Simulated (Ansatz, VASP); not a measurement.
**ZrB in VASP and in Ansatz**

File INCAR:

```
SYSTEM = ZrB
ALGO = Normal ; EDIFF = 1E-6
ENCUT = 520 ; GGA = CA
ISIF = 2 ; ISMEAR = 0
LASPH = .True. ; LCHARG = .False.
LREAL = .False. ; LWAVE = .False.
NBANDS = 14 ; NELM = 100
PREC = Accurate ; SIGMA = 0.15
```

File KPOINTS:

```
k-points
0
Gamma
  18 18 18
  0 0 0
```

POSCAR

```
ZrB
1.0
    0.0000000000      2.6119667088      2.3134189140
    2.6119667088      0.0000000000      2.3134189140
    2.6119667088      2.6119667088      0.0000000000
Zr B
1 1
Direct
    0.0000000000      0.0000000000      0.0000000000
    0.5000000000      0.5000000000      0.5000000000
```

Input for Ansatz:

```yaml
crystal:
  lattice:
    - [0.0, 2.6119667088, 2.313418914]
    - [2.6119667088, 0.0, 2.313418914]
    - [2.6119667088, 2.6119667088, 0.0]
  atoms:
    - { symbol: Zr, position: [0.0, 0.0, 0.0] }
    - { symbol: B, position: [0.5, 0.5, 0.5] }
basis:
  ecutwfc: 520.0
kpoints:
  mp_grid: { grid: [18, 18, 18] }
hamiltonian:
  xc: lda
scf:
  occupations: { method: gaussian, width: 0.15 }
output:
  forces: true
  stress: true
  eigenvalues: true
```

Alike in both runs: task single point; functional LDA; k mesh 18 × 18 × 18; occupations gaussian, width 0.15 eV; no spin polarisation.

|  | VASP | Ansatz |
| --- | --- | --- |
| version | VASP 6.6.1 | Ansatz 0.2.0 |
| potentials or method | VASP PAW LDA potentials, release 64 (Zr_sv, B), cutoff 520 eV | scalar-relativistic, plane waves, PAW |
| valence electrons in the cell | 15 | 15 |

|  | VASP | Ansatz | Ansatz less VASP |
| --- | --- | --- | --- |
| gap on the k mesh at the Fermi level (eV) | none | none | - |
| pressure (GPa) | -12.6 | -12.8 | -0.23 |
| traceless stress, the component that is largest in VASP (GPa) | 18.99 | 18.91 | -0.081 |

LDA's correlation is that of Perdew and Zunger in VASP and of Perdew and Wang (1992) in Ansatz. A gap of «none» marks a metal or a gap that the smearing closes.
